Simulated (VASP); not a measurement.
Wanted: the native input for a VASP 6.6.1 run.

- Task: single point
- Functional: PBE
- Potentials or basis: VASP PAW PBE potentials, release 64 (K_sv, Hf_pv, Se)
- Cutoff: 520 eV
- k mesh: 3 × 3 × 4
- Occupations: gaussian, width 0.1 eV
- Spin: no spin polarisation
- Dipole correction: no
- Further INCAR settings: ALGO = Normal; EDIFF = 1e-06; NBANDS = 32

The structure of K2HfSe3 lies in POSCAR:

```
K2HfSe3
1.0
    6.9591091300      0.0000000000      0.0000000000
   -3.4795545700      6.0267653000      0.0000000000
    0.0000000000      0.0000000000      4.0906366500
K Hf Se
2 1 3
Direct
    0.3333333300      0.6666666700      0.5000000000
    0.6666666700      0.3333333300      0.5000000000
    0.0000000000      0.0000000000      0.5000000000
    0.0000000000      0.5000000000      0.0000000000
    0.5000000000      0.0000000000      0.0000000000
    0.5000000000      0.5000000000      0.0000000000
```

The input as run:

INCAR

```
PREC     = Accurate       # precision mode
ENCUT    = 520            # plane-wave cutoff, eV
EDIFF    = 1E-6           # SCF threshold, eV
ISMEAR   = 0              # smearing method
SIGMA    = 0.1            # smearing width, eV
LREAL    = F              # projectors in reciprocal space
LASPH    = T              # aspherical terms in the spheres
NELM     = 60             # most SCF steps
ALGO     = Normal         # electronic algorithm
ISIF     = 2              # what is computed and relaxed
LWAVE    = F              # write WAVECAR
LCHARG   = T              # write CHGCAR
GGA      = PE             # functional
LELF     = T              # ELF
LVHAR    = T            
NBANDS   = 32             # bands
```

KPOINTS

```
regular mesh
0
Gamma
  3 3 4
```

Potentials or basis: VASP PAW PBE potentials, release 64 (K_sv, Hf_pv, Se).

Run with:

```bash
$ cat potpaw_PBE.64/K_sv/POTCAR potpaw_PBE.64/Hf_pv/POTCAR potpaw_PBE.64/Se/POTCAR > POTCAR
$ mpirun -np 1 vasp_std > vasp.out
```

Results of the run:

```yaml
Pressure: 4.0 GPa
Band_gap_on_the_k_mesh: zero (band 23 reaches 2.10 eV, above the bottom of band 24 at 1.21 eV)
```

Caveat: the k points lie up to 0.38 Å⁻¹ apart; spin-orbit coupling is left out, which moves the levels of the heavy elements.

It took 99 s on 1 thread of Intel(R) Xeon(R) 6975P-C (Granite Rapids), on a shared host, peak memory 0.3 GiB.
